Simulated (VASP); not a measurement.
# AlN (Imm2) in VASP: single point with PBEsol

Aim: the single point of AlN with PBEsol.

Program: VASP 6.6.1. These are calculated values, not measurements. Logs are shortened: lines on timing, memory, paths and dates and some standing lists are left out, and cuts for length are marked.

## 1. The cell of the first run

Symmetry: Imm2, No. 44, orthorhombic system. The conventional cell has a = 3.095 Å, b = 3.095 Å, c = 4.377 Å, α = 90.00°, β = 90.00°, γ = 90.00°. Al (site symmetry mm2) has 4 N at 1.82 to 1.98 Å within 2.4 Å. N (site symmetry mm2) has 4 Al at 1.82 to 1.98 Å within 2.4 Å.

## 2. Single point, PBEsol (mode 4 frozen in at -0.095 Å and mode 5 at +0.000 Å (largest displacements))

INCAR

```
PREC     = Accurate       # precision mode
ENCUT    = 520            # plane-wave cutoff, eV
EDIFF    = 1E-7           # SCF threshold, eV
ISMEAR   = 0              # smearing method
SIGMA    = 0.05           # smearing width, eV
LREAL    = False          # projectors in reciprocal space
LASPH    = True           # aspherical terms in the spheres
NELM     = 80             # most SCF steps
ALGO     = Normal         # electronic algorithm
ISIF     = 2              # what is computed and relaxed
LWAVE    = False          # write WAVECAR
LCHARG   = False          # write CHGCAR
GGA      = PS             # functional
NBANDS   = 11             # bands
```

KPOINTS

```
Automatic mesh
0
Gamma
  10 10 10
```

POSCAR

```
AlN
1.0
    0.0000000000      2.1886566781      2.1886566781
    2.1886566781      0.0000000000      2.1886566781
    2.1886566781      2.1886566781      0.0000000000
Al N
1 1
Direct
   -0.0112666392      0.0112666392      0.0112666392
    0.7717028100      0.7282971900      0.7282971900
```

Potentials or basis: VASP PAW PBE potentials, release 64 (Al, N).

Launch:

```
$ cat potpaw_PBE.64/Al/POTCAR potpaw_PBE.64/N/POTCAR > POTCAR
$ mpirun -np 1 vasp_std > vasp.out
```

OUTCAR:

```text
PREC = Accurate
   ENCUT = 520
   EDIFF = 1E-7
   ISMEAR = 0
   LREAL = False
   LASPH = True
   NELM = 80
   ISIF = 2
   GGA = PS

 ion  position               nearest neighbor table
   1  0.989  0.011  0.011-   2 1.82   2 1.82   2 1.98   2 1.98
   2  0.772  0.728  0.728-   1 1.82   1 1.82   1 1.98   1 1.98

  LATTYP: Found a face centered cubic cell.
 ALAT       =     4.3773133562

  Lattice vectors:

 A1 = (   0.0000000000,   2.1886566781,   2.1886566781)
 A2 = (   2.1886566781,   0.0000000000,   2.1886566781)
 A3 = (   2.1886566781,   2.1886566781,   0.0000000000)

Analysis of symmetry for initial positions (statically):
=====================================================================
 Subroutine PRICEL returns:
 Original cell was already a primitive cell.

 Routine SETGRP: Setting up the symmetry group for a
 face centered cubic supercell.

 Subroutine GETGRP returns: Found  4 space group operations
 (whereof  4 operations were pure point group operations)
 out of a pool of 48 trial point group operations.

The static configuration has the point symmetry C_2v.

Analysis of symmetry for dynamics (positions and initial velocities):
=====================================================================
 Subroutine PRICEL returns:
 Original cell was already a primitive cell.

 Routine SETGRP: Setting up the symmetry group for a
 face centered cubic supercell.

 Subroutine GETGRP returns: Found  4 space group operations
 (whereof  4 operations were pure point group operations)
 out of a pool of 48 trial point group operations.

The dynamic configuration has the point symmetry C_2v.

 Subroutine INISYM returns: Found  4 space group operations
 (whereof  4 operations are pure point group operations),
 and found     1 'primitive' translations

----------------------------------------------------------------------------------------

                                     Primitive cell

  volume of cell :      20.9683

  direct lattice vectors                    reciprocal lattice vectors
     0.000000000  2.188656678  2.188656678    -0.228450631  0.228450631  0.228450631
     2.188656678  0.000000000  2.188656678     0.228450631 -0.228450631  0.228450631
     2.188656678  2.188656678  0.000000000     0.228450631  0.228450631 -0.228450631

  length of vectors
     3.095227958  3.095227958  3.095227958     0.395688101  0.395688101  0.395688101

  position of ions in fractional coordinates (direct lattice)
     0.988733361  0.011266639  0.011266639
     0.771702810  0.728297190  0.728297190

  ion indices of the primitive-cell ions
   primitive index   ion index
                 1           1
                 2           2

----------------------------------------------------------------------------------------

 KPOINTS: Automatic mesh

Automatic generation of k-mesh.
 Grid dimensions read from file:
 generate k-points for:   10   10   10

 Generating k-lattice:

  Cartesian coordinates                     Fractional coordinates (reciprocal lattice)
    -0.022845063  0.022845063  0.022845063     0.100000000  0.000000000  0.000000000
     0.022845063 -0.022845063  0.022845063     0.000000000  0.100000000  0.000000000
     0.022845063  0.022845063 -0.022845063     0.000000000  0.000000000  0.100000000

  Length of vectors
     0.039568810  0.039568810  0.039568810

  Shift w.r.t. Gamma in fractional coordinates (k-lattice)
     0.000000000  0.000000000  0.000000000

 Subroutine IBZKPT returns following result:
 ===========================================

 Found    171 irreducible k-points:

 Following reciprocal coordinates:
            Coordinates               Weight
  0.000000  0.000000  0.000000      1.000000
  0.100000  0.000000  0.000000      4.000000
  0.000000  0.100000  0.000000      4.000000
  0.200000  0.000000  0.000000      4.000000
  0.000000  0.200000  0.000000      4.000000
  0.300000  0.000000  0.000000      4.000000
[... 16 lines left out ...]
  0.000000  0.400000  0.100000      4.000000
  0.100000  0.000000  0.400000      8.000000
 [... further k-points ...]
   k-points           NKPTS =    171   k-points in BZ     NKDIM =    171   number of bands    NBANDS=     11
   number of dos      NEDOS =    301   number of ions     NIONS =      2
   total plane-waves  NPLWV =  13824
   dimension x,y,z NGX =    24 NGY =   24 NGZ =   24
   dimension x,y,z NGXF=    48 NGYF=   48 NGZF=   48
   ions per type =               1   1
   NGX,Y,Z   is equivalent  to a cutoff of  12.89, 12.89, 12.89 a.u.
   NGXF,Y,Z  is equivalent  to a cutoff of  25.78, 25.78, 25.78 a.u.
 SYSTEM =  unknown system
   PREC   = accura    normal or accurate (medium, high low for compatibility)
   ISTART =      0    job   : 0-new  1-cont  2-samecut
   ICHARG =      2    charge: 1-file 2-atom 10-const
   ISPIN  =      1    spin polarized calculation?
   LNONCOLLINEAR =      F non collinear calculations
   LSORBIT =      F    spin-orbit coupling
   LASPH  =      T    aspherical Exc in radial PAW
   ENCUT  =  520.0 eV  38.22 Ry    6.18 a.u.   5.76  5.76  5.76*2*pi/ulx,y,z
   NELM   =     80;   NELMIN=  2; NELMDL= -5     # of ELM steps
   EDIFF  = 0.1E-06   stopping-criterion for ELM
   LREAL  =      F    real-space projection
   EDIFFG = 0.1E-05   stopping-criterion for IOM
   NSW    =      0    number of steps for IOM
   IBRION =     -1    ionic relax: 0-MD 1-quasi-New 2-CG
   NFREE  =      0    steps in history (QN), initial steepest desc. (CG)
   ISIF   =      2    stress and relaxation
   ISYM   =      2    0-nonsym 1-usesym 2-fastsym
   POTIM  = 0.5000    time-step for ionic-motion
   TEBEG  =    0.0;   TEEND  =   0.0 temperature during run
   PSTRESS=    0.0 pullay stress
   NELECT =       8.0000    total number of electrons
   NUPDOWN=      -1.0000    fix difference up-down
   EMIN   =  10.00;   EMAX   =-10.00  energy-range for DOS
   EFERMI =   0.00;   METHOD = LEGACY
   ISMEAR =     0;   SIGMA  =   0.05  broadening in eV -4-tet -1-fermi 0-gaus
   EFERMI_NEDOS =   21; number of points for ismear=-14 and -15
   IALGO  =     38    algorithm
   IMIX   =      4    mixing-type and parameters
     AMIX     =   0.40;   BMIX     =  1.00
     AMIX_MAG =   1.60;   BMIX_MAG =  1.00
  volume/ion in A,a.u.               =      10.48        70.75
  Fermi-wavevector in a.u.,A,eV,Ry     =   1.187364  2.243792 19.181944  1.409833
  Thomas-Fermi vector in A             =   2.323517
   LORBIT       =      0    0 simple, 1 ext, 2 COOP (PROOUT), +10 PAW based schemes
   GGA     = PS    functional components
   LHFCALC =     F    Hartree Fock is set to
   AEXX    =    0.0000 exact exchange contribution
   IVDW    =     0    specifies the selected vdW correction
   LEPSILON=     F    determine dielectric tensor
   LRPA    =     F    only Hartree local field effects (RPA)
 non-spin polarized calculation
 Gauss-broadening in eV      SIGMA  =   0.05
  energy-cutoff  :      520.00
  volume of cell :       20.97
 maximum number of plane-waves:       588
   NGX = 11   NGY = 11   NGZ = 11

 number of electron       8.0000000 magnetization

 Free energy of the ion-electron system (eV)
  ---------------------------------------------------
  ext. energy  EPLUGINS =         0.00000000
  ---------------------------------------------------
  free energy    TOTEN  =       -15.46291585 eV

  energy without entropy =      -15.46291585  energy(sigma->0) =      -15.46291585

 E-fermi :   6.3829     XC(G=0): -11.0985

 val. band max:        6.1659768226   @ k =   0.0000   0.0000   0.0000
 cond. band min:       8.9822085892   @ k =   0.5000   0.5000   0.0000
 fundamental gap:      2.8162317666
 Fermi energy:         6.3829186328

 k-point     1 :       0.0000    0.0000    0.0000
  band No.  band energies     occupation
      1      -9.1109      2.00000
      2       5.4192      2.00000
      3       5.8295      2.00000
      4       6.1660      2.00000
      5       9.8467      0.00000
      6      18.1812      0.00000
      7      18.2499      0.00000
      8      18.2665      0.00000
      9      23.2070      0.00000
     10      23.3273      0.00000
     11      24.1453      0.00000

 k-point     2 :       0.1000    0.0000    0.0000
  band No.  band energies     occupation
      1      -8.9653      2.00000
      2       5.1468      2.00000
      3       5.3711      2.00000
      4       5.9293      2.00000
      5      10.5596      0.00000
      6      17.6962      0.00000
      7      18.4013      0.00000
      8      18.4048      0.00000
      9      22.1729      0.00000
     10      22.2056      0.00000
     11      23.6492      0.00000

 k-point     3 :       0.0000    0.1000    0.0000
  band No.  band energies     occupation
      1      -8.9634      2.00000
      2       4.7435      2.00000
      3       5.6876      2.00000
      4       6.1094      2.00000
      5      10.4651      0.00000
      6      17.7326      0.00000
      7      18.3154      0.00000
      8      18.5713      0.00000
      9      21.8916      0.00000
     10      22.0233      0.00000
     11      24.1170      0.00000

 k-point     4 :       0.2000    0.0000    0.0000
  band No.  band energies     occupation
      1      -8.5505      2.00000
      2       3.5148      2.00000
      3       5.2509      2.00000
      4       5.7748      2.00000
      5      11.7221      0.00000
      6      16.9283      0.00000
      7      18.1318      0.00000
      8      18.3573      0.00000
      9      21.6501      0.00000
     10      21.9270      0.00000
     11      22.8236      0.00000

 k-point     5 :       0.0000    0.2000    0.0000
  band No.  band energies     occupation
      1      -8.5427      2.00000
      2       3.2144      2.00000
      3       5.5434      2.00000
      4       5.9686      2.00000
      5      11.5409      0.00000
      6      16.9105      0.00000
      7      18.2136      0.00000
      8      18.5966      0.00000
      9      21.3895      0.00000
     10      21.3986      0.00000
     11      23.1356      0.00000
[... 211 lines left out ...]
 k-point    21 :       0.2000   -0.1000   -0.1000
  band No.  band energies     occupation
      1      -8.0464      2.00000
      2       2.3643      2.00000
      3       4.8752      2.00000
      4       5.5061      2.00000
      5      12.4896      0.00000
      6      16.1916      0.00000
      7      17.1853      0.00000
      8      18.3727      0.00000
      9      20.9249      0.00000
     10      23.7518      0.00000
     11      24.0024      0.00000

 k-point    22 :       0.4000    0.1000    0.0000
  band No.  band energies     occupation
      1      -7.4333      2.00000
      2       1.0340      2.00000
      3       4.7515      2.00000
      4       5.2500      2.00000
      5      13.0545      0.00000
      6      15.1708      0.00000
      7      17.2492      0.00000
      8      17.7225      0.00000
      9      22.3016      0.00000
     10      24.1135      0.00000
     11      25.5055      0.00000

 k-point    23 :       0.0000    0.4000    0.1000
  band No.  band energies     occupation
      1      -7.4088      2.00000
      2       0.8131      2.00000
      3       4.9667      2.00000
      4       5.4471      2.00000
      5      12.9374      0.00000
      6      15.0675      0.00000
      7      17.5279      0.00000
      8      17.6042      0.00000
      9      22.1216      0.00000
     10      24.3132      0.00000
     11      25.2082      0.00000

 k-point    24 :       0.1000    0.0000    0.4000
  band No.  band energies     occupation
      1      -7.4060      2.00000
      2       0.7918      2.00000
      3       5.0661      2.00000
      4       5.4005      2.00000
      5      12.8534      0.00000
      6      15.1766      0.00000
      7      17.2059      0.00000
      8      17.9540      0.00000
      9      21.8589      0.00000
     10      24.6150      0.00000
     11      24.9812      0.00000

 [... further k-points ...]
[... 5 lines left out ...]
  --------------------------------------------------------------------------------------
  -------------------------------------------------------------------------------------
  Total       -0.0121928      0.5115652      0.5115652      0.0000000     -1.3445768      0.0000000
  in kB       -0.9316446     39.0884707     39.0884707      0.0000000   -102.7385097      0.0000000
  external PRESSURE =      25.7484323 kB  Pullay stress =       0.0000000 kB

 VOLUME and BASIS-vectors are now :
 -----------------------------------------------------------------------------
  energy-cutoff  :      520.00
  volume of cell :       20.97
      direct lattice vectors                 reciprocal lattice vectors
     0.000000000  2.188656678  2.188656678    -0.228450631  0.228450631  0.228450631
     2.188656678  0.000000000  2.188656678     0.228450631 -0.228450631  0.228450631
     2.188656678  2.188656678  0.000000000     0.228450631  0.228450631 -0.228450631

 POSITION                                       TOTAL-FORCE (eV/Angst)
 -----------------------------------------------------------------------------------
      0.04932      2.18866      2.18866        -2.036308      0.000000      0.000000
      3.18799      3.28299      3.28299         2.036308      0.000000      0.000000
 -----------------------------------------------------------------------------------
    total drift:                                0.000069     -0.000000     -0.000000

  FREE ENERGIE OF THE ION-ELECTRON SYSTEM (eV)
  ---------------------------------------------------
  free  energy   TOTEN  =       -15.4629158458 eV

  energy  without entropy=      -15.4629158458  energy(sigma->0) =      -15.46291585
```

Run time: 26 s. Hardware: 1 thread of Intel Xeon Platinum 8488C (Sapphire Rapids), shared host; peak memory 0.16 GiB.

What came out:

- Free energy: -15.4629 eV
- Pressure: 2.6 GPa
- Largest force: 2.036 eV/Å
- Band gap on the k mesh: 2.82 eV, indirect (least direct gap 3.68 eV)

Forces in eV/Å, atoms in the order of the input:
```
Al  -2.036  0.000  0.000
N    2.036  0.000  0.000
```

Caveat: the cell differs from its parent crystal (mode 4 frozen in at -0.095 Å and mode 5 at +0.000 Å (largest displacements)); the PAW data sets were made with another functional, which shifts forces and pressure a little. A k mesh can miss the band edges.
